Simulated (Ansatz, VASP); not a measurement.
One calculation of CdS, two programs

File INCAR:

```
SYSTEM = CdS
  ALGO = Normal
  EDIFF = 1E-6
  ENCUT = 500
  GGA = PE
  GGA_COMPAT = .False.
  ISIF = 2
  ISMEAR = 1
  LASPH = .True.
  LCHARG = .False.
  LREAL = .False.
  LWAVE = .False.
  NBANDS = 16
  NELM = 120
  PREC = Accurate
  SIGMA = 0.06802846561497
```

File KPOINTS:

```
k-points
0
Gamma
  4 4 4
  0 0 0
```

Contents of POSCAR:

```
CdS
1.0
    0.0000000000      2.9429534649      2.9429534649
    2.9429534649      0.0000000000      2.9429534649
    2.9429534649      2.9429534649      0.0000000000
Cd S
1 1
Direct
    0.0000000000      0.0000000000      0.0000000000
    0.2500000000      0.2500000000      0.2500000000
```

Input for Ansatz:

```yaml
crystal:
  lattice:
    - [0.0, 2.9429534649, 2.9429534649]
    - [2.9429534649, 0.0, 2.9429534649]
    - [2.9429534649, 2.9429534649, 0.0]
  atoms:
    - { symbol: Cd, position: [0.0, 0.0, 0.0] }
    - { symbol: S, position: [0.25, 0.25, 0.25] }
basis:
  ecutwfc: 420
kpoints:
  mp_grid: { grid: [4, 4, 4] }
hamiltonian:
  xc: pbe
scf:
  occupations: { method: methfessel_paxton, width: "0.005 Ry" }
  eigensolver: { mixed_precision: false }
  max_iter: 300
output:
  forces: true
  stress: true
  eigenvalues: true
```

Alike in both runs: task single point; functional PBE; k mesh 4 × 4 × 4; no spin polarisation.

|  | VASP | Ansatz |
| --- | --- | --- |
| version | VASP 6.6.1 | Ansatz 0.2.0 |
| potentials or method | VASP PAW PBE potentials, release 64 (Cd, S), cutoff 500 eV | scalar-relativistic, plane waves, PAW |
| occupations | methfessel-paxton of order 1, width 0.0680285 eV | methfessel-paxton of order 1 |
| valence electrons in the cell | 18 | 26 |

```csv
,VASP,Ansatz,Ansatz less VASP
gap on the k mesh at the Fermi level (eV),1.08,1.08,-0.003
least direct gap on the mesh (eV),1.08,1.08,-0.003
pressure (GPa),1.6,1.3,-0.31
```

VASP's potentials hold 18 valence electrons a cell and Ansatz's 26, so a difference there can come from the potentials and not from the codes.

The k mesh is coarse, so the values compare programs but aren't converged.
